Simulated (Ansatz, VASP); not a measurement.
## Two plane-wave programs on Ca2BPb

```
CELL_PARAMETERS angstrom
4.26365 0.00000 0.00000
0.00000 4.26365 0.00000
0.00000 0.00000 4.53499
ATOMIC_POSITIONS crystal
Ca 0.50000 0.00000 0.50000
Ca 0.00000 0.50000 0.50000
B 0.00000 0.00000 0.00000
Pb 0.50000 0.50000 0.00000
```

Change from the starting cell: species swapped into the ErIn2Sn type (P4/mmm, No. 123).

Alike in both runs: task relaxation of cell and atoms; functional PBE; k mesh 4 × 4 × 4; occupations gaussian, width 0.1 eV; no spin polarisation.

```csv
,VASP,Ansatz
version,VASP 6.6.1,Ansatz 0.2.0
potentials or method,"VASP PAW PBE potentials, release 64 (Ca_sv, B, Pb_d), cutoff 600 eV","scalar-relativistic, plane waves, PAW"
valence electrons in the cell,37,37
```

```tsv
	VASP	Ansatz	Ansatz less VASP
gap on the k mesh at the Fermi level, each at its own relaxed structure (eV)	none	none	-
relaxed volume (Å³/atom)	24.53	24.46	-0.075
relaxed length of the cell vector where the two differ most in proportion (Å)	5.041	5.031	-0.0106
```

A gap of «none» marks a metal or a gap that the smearing closes.

The k mesh is coarse, so the values compare programs but aren't converged. Spin-orbit coupling is off throughout. Noted on VASP's run: the volume moved by over 15 % at a fixed basis, so the end points are rough.
